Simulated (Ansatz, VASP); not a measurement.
**LiF: VASP beside Ansatz**

```
CELL_PARAMETERS angstrom
0.00000 2.22825 2.22825
2.22825 0.00000 2.22825
2.22825 2.22825 0.00000
ATOMIC_POSITIONS crystal
Li 0.00000 0.00000 0.00000
F 0.25000 0.25000 0.25000
```

Change from the starting cell: hydrostatic strain +3.9%.

Alike in both runs: task single point; functional r2SCAN; k mesh 10 × 10 × 10; no spin polarisation.

|  | VASP | Ansatz |
| --- | --- | --- |
| version | VASP 6.6.1 | Ansatz 0.2.0 |
| potentials or method | VASP PAW PBE potentials, release 64 (Li_sv, F) | plane waves, PAW |
| plane-wave cutoff (eV) | 520 | 500 |
| occupations | gaussian, width 0.01 eV | fixed |
| valence electrons in the cell | 10 | 10 |

```tsv
	VASP	Ansatz	Ansatz less VASP
gap on the k mesh at the Fermi level (eV)	8.14	8.04	-0.098
```

VASP's potentials were made for PBE, not for r2SCAN.

Noted on VASP's run: the cutoff is under 1.25 times that of the potentials, so the pressure is a little rough.
